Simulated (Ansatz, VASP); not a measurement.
# One calculation of MgCd2SO2, two programs

```
CELL_PARAMETERS angstrom
-2.12915 2.12915 5.46317
2.12915 -2.12915 5.46317
2.12915 2.12915 -5.46317
ATOMIC_POSITIONS crystal
Mg 0.50000 0.50000 0.00000
Cd 0.75000 0.25000 0.50000
Cd 0.25000 0.75000 0.50000
S 0.00000 0.00000 0.00000
O 0.32175 0.32175 0.00000
O 0.67825 0.67825 0.00000
```

Alike in both runs: functional PBE; k mesh 6 × 6 × 6; occupations gaussian, width 0.1 eV; no spin polarisation.

Ansatz relaxed the structure, and its values are those at the end. VASP's run is a single point on that final structure, the one shown.

|  | VASP | Ansatz |
| --- | --- | --- |
| version | VASP 6.6.1 | Ansatz 0.2.0 |
| potentials or method | VASP PAW PBE potentials, release 64 (Mg, Cd, S, O), cutoff 520 eV | scalar-relativistic, plane waves, PAW |
| valence electrons in the cell | 44 | 68 |

```csv
,VASP,Ansatz,Ansatz less VASP
gap on the k mesh at the Fermi level (eV),0.19,0.20,+0.011
least direct gap on the mesh (eV),0.39,0.40,+0.011
pressure (GPa),0.9,0.2,-0.67
rms of the force components (eV/Å),0.039,0.002,-0.0369
```

VASP's potentials hold 44 valence electrons a cell and Ansatz's 68, so a difference there can come from the potentials and not from the codes.
